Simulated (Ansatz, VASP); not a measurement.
## One calculation of NbCrCl, two programs

```
CELL_PARAMETERS angstrom
3.66113 0.00000 0.00000
0.00000 3.66113 0.00000
0.00000 0.00000 4.84995
ATOMIC_POSITIONS crystal
Nb 0.50000 0.50000 0.00000
Cr 0.00000 0.00000 0.00000
Cl 0.50000 0.50000 0.50000
```

Alike in both runs: functional PBE; k mesh 4 × 4 × 4; occupations gaussian, width 0.1 eV; collinear spin.

Ansatz relaxed the structure, and its values are those at the end. VASP's run is a single point on that final structure, the one shown.

```csv
,VASP,Ansatz
version,VASP 6.6.1,Ansatz 0.2.0
potentials or method,"VASP PAW PBE potentials, release 64 (Nb_sv, Cr_pv, Cl), cutoff 520 eV","scalar-relativistic, plane waves, PAW"
valence electrons in the cell,32,34
```

```tsv
	VASP	Ansatz	Ansatz less VASP
gap on the k mesh at the Fermi level (eV)	none	none	-
pressure (GPa)	0.1	0.2	+0.10
net moment per atom (μB)	0.89	0.89	0.000
size of the moment on the site where the two differ most (μB)	0.66	0.51	-0.143
```

Site moments also hang on the region over which each program counts them. A gap of «none» marks a metal or a gap that the smearing closes. With one functional, cell and mesh, what is left measures potentials, basis and numerics. VASP's potentials hold 32 valence electrons a cell and Ansatz's 34, so a difference there can come from the potentials and not from the codes.

The k mesh is coarse, so the values compare programs but aren't converged.
